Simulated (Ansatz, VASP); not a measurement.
## One calculation of Be2Cd, two programs

Contents of INCAR:

```
ALGO = Normal
EDIFF = 1E-7
EDIFFG = -0.04
ENCUT = 600
GGA = PE
IBRION = 2
ISIF = 3
ISMEAR = 0
LASPH = True
LCHARG = False
LREAL = False
LWAVE = False
NELM = 60
NSW = 90
PREC = Accurate
SIGMA = 0.1
```

Contents of KPOINTS:

```
k-points
0
Gamma
  4 4 6
```

The input POSCAR:

```
Be2Cd
1.0
    4.9118859136      0.0000000000      0.0000000000
    0.0000000000      5.0614465424      0.0000000000
    0.0000000000      0.0000000000      3.3060770572
Be Cd
4 2
Direct
    0.2250000000      0.8250000000      0.5000000000
    0.7250000000      0.6750000000      0.0000000000
    0.7750000000      0.1750000000      0.5000000000
    0.2750000000      0.3250000000      0.0000000000
    0.5000000000      0.5000000000      0.5000000000
    0.0000000000      0.0000000000      0.0000000000
```

Input for Ansatz:

```yaml
crystal:
  lattice:
    - [4.9118859136, 0.0, 0.0]
    - [0.0, 5.0614465424, 0.0]
    - [0.0, 0.0, 3.3060770572]
  atoms:
    - { symbol: Be, position: [0.225, 0.825, 0.5] }
    - { symbol: Be, position: [0.725, 0.675, 0.0] }
    - { symbol: Be, position: [0.775, 0.175, 0.5] }
    - { symbol: Be, position: [0.275, 0.325, 0.0] }
    - { symbol: Cd, position: [0.5, 0.5, 0.5] }
    - { symbol: Cd, position: [0.0, 0.0, 0.0] }
basis:
  ecutwfc: 420
kpoints:
  mp_grid: { grid: [4, 4, 6] }
hamiltonian:
  xc: pbe
scf:
  occupations: { method: gaussian, width: 0.1 }
  lower_state_search: "off"
output:
  forces: true
  stress: true
  eigenvalues: true
relax:
  adjacent_minimum: "off"
  f_tol: 0.04
  max_steps: 70
  cell: { stress_tol: 0.4 }
```

Alike in both runs: task relaxation of cell and atoms; functional PBE; k mesh 4 × 4 × 6; occupations gaussian, width 0.1 eV; no spin polarisation.

```csv
,VASP,Ansatz
version,VASP 6.6.1,Ansatz 0.2.0
potentials or method,"VASP PAW PBE potentials, release 64 (Be, Cd), cutoff 600 eV","scalar-relativistic, plane waves, PAW"
valence electrons in the cell,32,48
```

```tsv
	VASP	Ansatz	Ansatz less VASP
gap on the k mesh at the Fermi level, each at its own relaxed structure (eV)	none	none	-
relaxed volume (Å³/atom)	13.53	13.58	+0.047
relaxed length of the cell vector where the two differ most in proportion (Å)	3.809	2.860	-0.9492
```

A gap of «none» marks a metal or a gap that the smearing closes. One of these differences is far larger than is usual between the two programs; its cause wasn't traced. VASP's potentials hold 32 valence electrons a cell and Ansatz's 48, so a difference there can come from the potentials and not from the codes.
